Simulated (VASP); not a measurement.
Wanted: the native input for a VASP 6.6.1 run.

```
Task                      : relaxation of the atoms
Functional                : PBE
Potentials or basis       : VASP PAW PBE potentials, release 64 (Al, O)
Cutoff                    : 520 eV
k mesh                    : 9 × 9 × 1
Occupations               : gaussian, width 0.1 eV
Spin                      : no spin polarisation
Dipole correction         : yes
Atoms held fixed (from 0) : [0, 1, 2, 3, 4, 5, 6, 7, 8, 9]
Further INCAR settings    : ALGO = Fast; EDIFF = 1e-06; IBRION = 2; EDIFFG = -0.025; NSW = 36
```

The structure of Al9O lies in POSCAR:

```
Al9O
1.0
    2.8535431553      0.0000000000      0.0000000000
   -1.4267715777      2.4712408633      0.0000000000
    0.0000000000      0.0000000000     34.2605581409
Al O
9 1
Selective dynamics
Direct
    0.3333333333      0.6666666667      0.1167523303  F F F
    0.0000000000      0.0000000000      0.1852090272  F F F
    0.6666666667      0.3333333333      0.2536657241  F F F
    0.0000000000      0.0000000000      0.3221224210  F F F
    0.3333333333      0.6666666667      0.3899858410  F F F
    0.0000000000      0.0000000000      0.4578168561  F F F
    0.6666666667      0.3333333333      0.5268325031  F F F
    0.0000000000      0.0000000000      0.5950901736  F F F
    0.3333333333      0.6666666667      0.6643370504  F F F
    0.3333333333      1.1666666667      0.6901398741  F F T
```

These files were run (other wordings do the same):

INCAR

```
ALGO = Fast
DIPOL = 0.5 0.5 0.420
EDIFF = 1E-6
EDIFFG = -0.025
ENCUT = 520
GGA = PE
IBRION = 2
IDIPOL = 3
ISIF = 2
ISMEAR = 0
LASPH = True
LCHARG = False
LDIPOL = True
LREAL = False
LWAVE = False
NELM = 60
NSW = 36
PREC = Accurate
SIGMA = 0.1
```

KPOINTS

```
k-points
0
Gamma
  9 9 1
```

Potentials or basis: VASP PAW PBE potentials, release 64 (Al, O).

Launch:

```console
$ cat potpaw_PBE.64/Al/POTCAR potpaw_PBE.64/O/POTCAR > POTCAR
$ mpirun -np 1 vasp_std > vasp.out
```

Results of the run:

```yaml
Energy_gained_by_relaxing: 0.5 meV/atom
Ionic_steps: 2
```

Caveat: the highest band is partly filled, so the run has too few bands.

Run time: 11 min on 1 thread of Oxide Virtual Turin-like Processor, with other jobs on the host, peak memory 0.39 GiB.
